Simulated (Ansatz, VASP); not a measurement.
# Two plane-wave programs on GaN

The input INCAR:

```
SYSTEM = GaN
PREC     = Accurate       ! precision mode
ENCUT    = 600            ! plane-wave cutoff, eV
EDIFF    = 1E-6           ! SCF threshold, eV
ISMEAR   = 0              ! smearing method
SIGMA    = 0.01           ! smearing width, eV
LREAL    = .FALSE.        ! projectors in reciprocal space
LASPH    = .TRUE.         ! aspherical terms in the spheres
NELM     = 100            ! most SCF steps
ALGO     = Normal         ! electronic algorithm
ISIF     = 3              ! what is computed and relaxed
LWAVE    = .FALSE.        ! write WAVECAR
LCHARG   = .FALSE.        ! write CHGCAR
GGA      = PE             ! functional
IBRION   = 2              ! ionic algorithm
NSW      = 80             ! ionic steps
EDIFFG   = -0.005         ! ionic threshold
```

File KPOINTS:

```
Automatic mesh
0
G
  10 10 6
  0 0 0
```

File POSCAR:

```
GaN
1.0
    3.1889304000      0.0000000000      0.0000000000
   -1.5944652000      2.7616947000      0.0000000000
    0.0000000000      0.0000000000      5.1923572000
Ga N
2 2
Direct
    0.6666666700      0.3333333300      0.4990837100
    0.3333333300      0.6666666700      0.9990837100
    0.6666666700      0.3333333300      0.8759162900
    0.3333333300      0.6666666700      0.3759162900
```

Input for Ansatz:

```yaml
crystal:
  lattice:
    - [3.1889304, 0.0, 0.0]
    - [-1.5944652, 2.7616947, 0.0]
    - [0.0, 0.0, 5.1923572]
  atoms:
    - { symbol: Ga, position: [0.66666667, 0.33333333, 0.49908371] }
    - { symbol: Ga, position: [0.33333333, 0.66666667, 0.99908371] }
    - { symbol: "N", position: [0.66666667, 0.33333333, 0.87591629] }
    - { symbol: "N", position: [0.33333333, 0.66666667, 0.37591629] }
basis:
  ecutwfc: 420
  xc_grid: 2
hamiltonian:
  xc: pbe
  pseudopotentials: { kind: paw, azcp: { folder: soft_1 } }
kpoints:
  mp_grid: { grid: [10, 10, 6] }
scf:
  occupations: { method: fixed }
  max_iter: 100
relax:
  f_tol: 0.005
  max_steps: 60
  cell: {}
output:
  forces: true
  stress: true
checkpoint:
  write: "../cell.run"
  compress: false
  write_wavefunctions: false
  write_every: 100000
```

Alike in both runs: task relaxation of cell and atoms; functional PBE; k mesh 10 × 10 × 6; no spin polarisation.

|  | VASP | Ansatz |
| --- | --- | --- |
| version | VASP 6.6.1 | Ansatz 0.2.0 |
| potentials or method | VASP PAW PBE potentials, release 64 (Ga_d, N), cutoff 600 eV | plane-wave PAW DFT |
| occupations | gaussian, width 0.01 eV | fixed |
| valence electrons in the cell | 36 | 36 |

Ansatz gave:

| Property | Result |
| --- | --- |
| relaxed volume (Å³/atom) | 11.76 |
| relaxed length of the cell vector where the two differ most in proportion (Å) | 5.244 |

Question: Estimate VASP's values.

Answer: Relaxed volume (Å³/atom): 11.75; relaxed length of the cell vector where the two differ most in proportion (Å): 5.242.
